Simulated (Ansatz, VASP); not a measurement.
## One calculation of HfN, two programs

File POSCAR:

```
HfN
1.0
    0.0000000000      2.2633344290      2.2633344290
    2.2633344290      0.0000000000      2.2633344290
    2.2633344290      2.2633344290      0.0000000000
Hf N
1 1
Direct
    0.0000000000      0.0000000000      0.0000000000
    0.5000000000      0.5000000000      0.5000000000
```

The input INCAR.step1:

```
PREC = Accurate ; ENCUT = 520
EDIFF = 1E-5 ; ISMEAR = -1
SIGMA = 0.02 ; LREAL = F
LASPH = T ; NELM = 80
ALGO = Normal ; ISIF = 2
LWAVE = T ; LCHARG = F
GGA = PE ; NBANDS = 14
```

File INCAR.step2:

```
PREC = Accurate ; ENCUT = 520
EDIFF = 1E-6 ; ISMEAR = -1
SIGMA = 0.02 ; LREAL = F
LASPH = T ; NELM = 80
ALGO = Normal ; ISIF = 2
LWAVE = F ; LCHARG = F
GGA = PE ; LHFCALC = T
HFSCREEN = 0.2079 ; PRECFOCK = Normal
ISTART = 1 ; NBANDS = 14
```

Contents of KPOINTS:

```
regular mesh
0
Gamma
  6 6 6
```

Input for Ansatz:

```yaml
crystal:
  lattice:
    - [0.0, 2.263334429, 2.263334429]
    - [2.263334429, 0.0, 2.263334429]
    - [2.263334429, 2.263334429, 0.0]
  atoms:
    - { symbol: Hf, position: [0.0, 0.0, 0.0] }
    - { symbol: "N", position: [0.5, 0.5, 0.5] }
kpoints:
  mp_grid: { grid: [6, 6, 6] }
hamiltonian:
  xc: hse06
scf:
  occupations: { method: fermi_dirac, width: 0.02 }
  n_extra_bands: 4
output:
  forces: true
  stress: true
  eigenvalues: true
```

Alike in both runs: task single point; functional HSE06; k mesh 6 × 6 × 6; occupations fermi-dirac, width 0.02 eV; no spin polarisation.

```csv
,VASP,Ansatz
version,VASP 6.6.1,Ansatz 0.2.0
potentials or method,"VASP PAW PBE potentials, release 64 (Hf_pv, N)","plane waves, PAW"
plane-wave cutoff (eV),520,420
valence electrons in the cell,15,31
```

|  | VASP | Ansatz | Ansatz less VASP |
| --- | --- | --- | --- |
| pressure (GPa) | -5.8 | -1.3 | +4.51 |

One of these differences is far larger than is usual between the two programs; its cause wasn't traced. VASP's potentials hold 15 valence electrons a cell and Ansatz's 31, so a difference there can come from the potentials and not from the codes. Ansatz's warnings: filled band counts differ across k points, stress exchange threshold loose, stress scf threshold loose.

The k mesh is coarse, so the values compare programs but aren't converged. Neither program's run includes spin-orbit coupling.
